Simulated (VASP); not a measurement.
# CsPbBr3 (R3m) in VASP: further runs

Runs on CsPbBr3. Level: PBE. Tasks: single point.

Everything below comes from runs of VASP 6.6.1. Logs are shortened: lines on timing, memory, paths and dates and some standing lists are left out, and cuts for length are marked.

## Step 1: The cell of the first run

The structure is trigonal, space group R3m (No. 160). Conventional cell: a = 8.490 Å, b = 8.490 Å, c = 10.405 Å, α = 90.00°, β = 90.00°, γ = 120.00°. Cs (site symmetry 3m) has 12 Br at 4.09 to 4.41 Å and 8 Pb at 5.06 to 5.35 Å within 5.4 Å. Pb (site symmetry 3m) has 6 Br at 3.00 to 3.01 Å within 3.9 Å. Br (site symmetry m) has 2 Pb at 3.00 to 3.01 Å within 3.9 Å.

## Step 2: Single point, PBE

The input, INCAR:

```
SYSTEM = CsPbBr3
PREC     = Accurate       ! precision mode
ENCUT    = 520            ! plane-wave cutoff, eV
EDIFF    = 1E-6           ! SCF threshold, eV
ISMEAR   = 0              ! smearing method
SIGMA    = 0.02           ! smearing width, eV
LREAL    = .FALSE.        ! projectors in reciprocal space
LASPH    = .TRUE.         ! aspherical terms in the spheres
NELM     = 80             ! most SCF steps
ALGO     = Normal         ! electronic algorithm
ISIF     = 2              ! what is computed and relaxed
LWAVE    = .FALSE.        ! write WAVECAR
LCHARG   = .TRUE.         ! write CHGCAR
GGA      = PE             ! functional
LELF     = .TRUE.         ! ELF
LVHAR    = .TRUE.       
NBANDS   = 30             ! bands
```

The input, KPOINTS:

```
Automatic mesh
0
G
  6 6 6
  0 0 0
```

The input, POSCAR:

```
CsPbBr3
1.0
    4.2451633716      2.4509462154      3.4684132491
   -4.2451633716      2.4509462154      3.4684132491
    0.0000000000     -4.9018924307      3.4684132491
Cs Pb Br
1 1 3
Direct
    0.0044128197      0.0044128197      0.0044128197
    0.4903749685      0.4903749685      0.4903749685
    0.4856670720      0.4856670720      0.9898780878
    0.4856670720      0.9898780878      0.4856670720
    0.9898780878      0.4856670720      0.4856670720
```

Potentials or basis: VASP PAW PBE potentials, release 64 (Cs_sv, Pb_d, Br).

Run with:

```console
> cat potpaw_PBE.64/Cs_sv/POTCAR potpaw_PBE.64/Pb_d/POTCAR potpaw_PBE.64/Br/POTCAR > POTCAR
> mpirun -np 1 vasp_std > vasp.out
```

OUTCAR:

```text
SYSTEM = CsPbBr3
   PREC = Accurate
   ENCUT = 520
   EDIFF = 1E-6
   ISMEAR = 0
   LREAL = .FALSE.
   LASPH = .TRUE.
   NELM = 80
   ISIF = 2
   GGA = PE

 ion  position               nearest neighbor table
   1  0.004  0.004  0.004-
   2  0.490  0.490  0.490-   3 3.00   4 3.00   5 3.00   3 3.01   4 3.01   5 3.01
   3  0.486  0.486  0.990-   2 3.00   2 3.01
   4  0.486  0.990  0.486-   2 3.00   2 3.01
   5  0.990  0.486  0.486-   2 3.00   2 3.01

  LATTYP: Found a trigonal (rhomboedric) cell.
 ALAT       =     6.0048680143
 COS(alpha) =     0.0004330683

  Lattice vectors:

 A1 = (   4.2451633716,   2.4509462154,   3.4684132491)
 A2 = (  -4.2451633716,   2.4509462154,   3.4684132491)
 A3 = (   0.0000000000,  -4.9018924307,   3.4684132491)

Analysis of symmetry for initial positions (statically):
=====================================================================
 Subroutine PRICEL returns:
 Original cell was already a primitive cell.

 Routine SETGRP: Setting up the symmetry group for a
 trigonal (rhombohedral) supercell.

 Subroutine GETGRP returns: Found  6 space group operations
 (whereof  6 operations were pure point group operations)
 out of a pool of 12 trial point group operations.

The static configuration has the point symmetry C_3v.

Analysis of symmetry for dynamics (positions and initial velocities):
=====================================================================
 Subroutine PRICEL returns:
 Original cell was already a primitive cell.

 Routine SETGRP: Setting up the symmetry group for a
 trigonal (rhombohedral) supercell.

 Subroutine GETGRP returns: Found  6 space group operations
 (whereof  6 operations were pure point group operations)
 out of a pool of 12 trial point group operations.

The dynamic configuration has the point symmetry C_3v.

 Subroutine INISYM returns: Found  6 space group operations
 (whereof  6 operations are pure point group operations),
 and found     1 'primitive' translations

----------------------------------------------------------------------------------------

                                     Primitive cell

  volume of cell :     216.5261

  direct lattice vectors                    reciprocal lattice vectors
[... 85 lines left out ...]
   ISTART =      0    job   : 0-new  1-cont  2-samecut
   ICHARG =      2    charge: 1-file 2-atom 10-const
   ISPIN  =      1    spin polarized calculation?
   LNONCOLLINEAR =      F non collinear calculations
   LSORBIT =      F    spin-orbit coupling
   LASPH  =      T    aspherical Exc in radial PAW
   ENCUT  =  520.0 eV  38.22 Ry    6.18 a.u.  11.17 11.17 11.17*2*pi/ulx,y,z
   NELM   =     80;   NELMIN=  2; NELMDL= -5     # of ELM steps
   EDIFF  = 0.1E-05   stopping-criterion for ELM
   LREAL  =      F    real-space projection
   EDIFFG = 0.1E-04   stopping-criterion for IOM
   NSW    =      0    number of steps for IOM
   IBRION =     -1    ionic relax: 0-MD 1-quasi-New 2-CG
   NFREE  =      0    steps in history (QN), initial steepest desc. (CG)
   ISIF   =      2    stress and relaxation
   ISYM   =      2    0-nonsym 1-usesym 2-fastsym
   POTIM  = 0.5000    time-step for ionic-motion
   TEBEG  =    0.0;   TEEND  =   0.0 temperature during run
   PSTRESS=    0.0 pullay stress
   NELECT =      44.0000    total number of electrons
   NUPDOWN=      -1.0000    fix difference up-down
   EMIN   =  10.00;   EMAX   =-10.00  energy-range for DOS
   EFERMI =   0.00;   METHOD = LEGACY
   ISMEAR =     0;   SIGMA  =   0.02  broadening in eV -4-tet -1-fermi 0-gaus
   EFERMI_NEDOS =   21; number of points for ismear=-14 and -15
   IALGO  =     38    algorithm
   IMIX   =      4    mixing-type and parameters
     AMIX     =   0.40;   BMIX     =  1.00
     AMIX_MAG =   1.60;   BMIX_MAG =  1.00
  volume/ion in A,a.u.               =      43.31       292.24
  Fermi-wavevector in a.u.,A,eV,Ry     =   0.962474  1.818812 12.603839  0.926356
  Thomas-Fermi vector in A             =   2.091936
   LORBIT       =      0    0 simple, 1 ext, 2 COOP (PROOUT), +10 PAW based schemes
   GGA     = PE    functional components
   LHFCALC =     F    Hartree Fock is set to
   AEXX    =    0.0000 exact exchange contribution
   IVDW    =     0    specifies the selected vdW correction
   LEPSILON=     F    determine dielectric tensor
   LRPA    =     F    only Hartree local field effects (RPA)
 non-spin polarized calculation
 Gauss-broadening in eV      SIGMA  =   0.02
  energy-cutoff  :      520.00
  volume of cell :      216.53
 maximum number of plane-waves:      5868
 NGX is ok and might be reduce to    48
   NGX = 23   NGY = 23   NGZ = 23

 number of electron      44.0000006 magnetization

 Free energy of the ion-electron system (eV)
  ---------------------------------------------------
  ext. energy  EPLUGINS =         0.00000000
  ---------------------------------------------------
  free energy    TOTEN  =       -15.89723822 eV

  energy without entropy =      -15.89723822  energy(sigma->0) =      -15.89723822

 E-fermi :   0.7191     XC(G=0):  -7.3564

 val. band max:        0.5435488927   @ k =   0.5000   0.5000   0.5000
 cond. band min:       2.3434799191   @ k =   0.5000   0.5000   0.5000
 fundamental gap:      1.7999310264
 Fermi energy:         0.7190729047

 k-point     1 :       0.0000    0.0000    0.0000
  band No.  band energies     occupation
      1     -20.6401      2.00000
      2     -16.0767      2.00000
      3     -16.0767      2.00000
      4     -15.9703      2.00000
      5     -15.9703      2.00000
      6     -15.9703      2.00000
[... 781 lines left out ...]
     29       6.5852      0.00000
     30       6.6259      0.00000

 [... further k-points ...]
[... 5 lines left out ...]
  --------------------------------------------------------------------------------------
  -------------------------------------------------------------------------------------
  Total       -0.0253430     -0.0253430      0.0050689      0.0000000      0.0000000      0.0000000
  in kB       -0.1875246     -0.1875246      0.0375075      0.0000000      0.0000000      0.0000000
  external PRESSURE =      -0.1125139 kB  Pullay stress =       0.0000000 kB

 VOLUME and BASIS-vectors are now :
 -----------------------------------------------------------------------------
  energy-cutoff  :      520.00
  volume of cell :      216.53
      direct lattice vectors                 reciprocal lattice vectors
     4.245163372  2.450946215  3.468413249     0.117781097  0.068000948  0.096105426
    -4.245163372  2.450946215  3.468413249    -0.117781097  0.068000948  0.096105426
     0.000000000 -4.901892431  3.468413249     0.000000000 -0.136001896  0.096105426

 POSITION                                       TOTAL-FORCE (eV/Angst)
 -----------------------------------------------------------------------------------
      0.00000      0.00000      0.04592         0.000000      0.000000      0.001784
      0.00000      0.00000      5.10247         0.000000      0.000000      0.005516
      0.00000     -2.47159      6.80229         0.000000      0.000993     -0.002433
     -2.14046      1.23579      6.80229         0.000860     -0.000496     -0.002433
      2.14046      1.23579      6.80229        -0.000860     -0.000496     -0.002433
 -----------------------------------------------------------------------------------
    total drift:                                0.000000     -0.000000     -0.000323

  FREE ENERGIE OF THE ION-ELECTRON SYSTEM (eV)
  ---------------------------------------------------
  free  energy   TOTEN  =       -15.8972382156 eV

  energy  without entropy=      -15.8972382156  energy(sigma->0) =      -15.89723822
```

OSZICAR:

```text
N       E                     dE             d eps       ncg     rms          rms(c)
DAV:   1     0.388058833098E+03    0.38806E+03   -0.18309E+04  1920   0.129E+03
DAV:   2     0.332098625803E+02   -0.35485E+03   -0.33768E+03  2236   0.293E+02
DAV:   3    -0.148493075159E+02   -0.48059E+02   -0.47662E+02  2488   0.118E+02
DAV:   4    -0.165162366870E+02   -0.16669E+01   -0.16631E+01  2304   0.280E+01
DAV:   5    -0.165704830329E+02   -0.54246E-01   -0.54230E-01  2460   0.467E+00    0.392E+00
DAV:   6    -0.159418728604E+02    0.62861E+00   -0.97325E-01  2864   0.938E+00    0.223E+00
DAV:   7    -0.158867362819E+02    0.55137E-01   -0.50997E-01  2898   0.368E+00    0.102E+00
DAV:   8    -0.158978541351E+02   -0.11118E-01   -0.64564E-02  2324   0.197E+00    0.193E-01
DAV:   9    -0.158967604313E+02    0.10937E-02   -0.98364E-03  2936   0.749E-01    0.105E-01
DAV:  10    -0.158971426638E+02   -0.38223E-03   -0.11345E-03  2230   0.167E-01    0.450E-02
DAV:  11    -0.158972384735E+02   -0.95810E-04   -0.20468E-04  2314   0.102E-01    0.814E-03
DAV:  12    -0.158972382310E+02    0.24246E-06   -0.31733E-05  2774   0.493E-02    0.738E-03
DAV:  13    -0.158972382156E+02    0.15397E-07   -0.34860E-06  2254   0.106E-02
   1 F= -.15897238E+02 E0= -.15897238E+02  d E =-.185312E-37
```

Run time: 3.9 min. Hardware: 1 thread of Intel Xeon 6975P-C, shared host; peak memory 0.46 GiB.

What came out:

| Quantity | Value |
| --- | --- |
| Free energy | -15.8972 eV |
| Pressure | 0.0 GPa |
| Largest force | 0.006 eV/Å |
| Band gap on the k mesh | 1.80 eV, direct |

Forces on the atoms (eV/Å):
```
Cs   0.000  0.000  0.002
Pb   0.000  0.000  0.006
Br   0.000  0.001 -0.002
Br   0.001  0.000 -0.002
Br  -0.001  0.000 -0.002
```

Caveat: spin-orbit coupling is left out, which moves the levels of the heavy elements.

## Step 3: Single point, PBE (volume scaled by 1.03, then relaxed in part)

The input, INCAR:

```
  PREC = Accurate
  ENCUT = 520
  EDIFF = 1E-7
  ISMEAR = 0
  SIGMA = 0.02
  LREAL = F
  LASPH = T
  NELM = 80
  ALGO = Normal
  ISIF = 2
  LWAVE = F
  LCHARG = F
  GGA = PE
  NBANDS = 30
```

The input, KPOINTS:

```
Automatic mesh
0
Gamma
  6 6 6
```

The input, POSCAR:

```
CsPbBr3
1.0
    4.2662510934      2.4631212172      3.5372361336
   -4.2662510934      2.4631212172      3.5372361336
    0.0000000000     -4.9262424344      3.5372361336
Cs Pb Br
1 1 3
Direct
    0.0218911676      0.0218911676      0.0218911676
    0.4899073594      0.4899073594      0.4899073594
    0.4788031892      0.4788031892      0.9865951148
    0.4788031892      0.9865951148      0.4788031892
    0.9865951148      0.4788031892      0.4788031892
```

Potentials or basis: VASP PAW PBE potentials, release 64 (Cs_sv, Pb_d, Br).

Run with:

```console
> cat potpaw_PBE.64/Cs_sv/POTCAR potpaw_PBE.64/Pb_d/POTCAR potpaw_PBE.64/Br/POTCAR > POTCAR
> mpirun -np 1 vasp_std > vasp.out
```

It took 4.1 min on 1 thread of Intel Xeon 6975P-C, shared host; peak memory 0.46 GiB.

Results (log left out):

```
Free energy            : -15.8890 eV
Pressure               : -0.4 GPa
Band gap on the k mesh : 1.92 eV, direct
```

Levels at points of the mesh, in eV from the valence-band top:
```
           k point  band 20  band 21  band 22  band 23  band 24  band 25
(0.00, 0.00, 0.00)    -1.45    -1.41    -1.41     3.50     4.81     4.81
(0.50, 0.00, 0.00)    -1.51    -1.48    -1.08     2.77     4.85     5.25
(0.50, 0.50, 0.00)    -1.68    -1.11    -0.52     2.37     2.38     4.94
(0.50, 0.50, 0.50)    -1.12    -1.10     0.00     1.92     1.92     1.96
```

Caveat: spin-orbit coupling is left out, which moves the levels of the heavy elements.
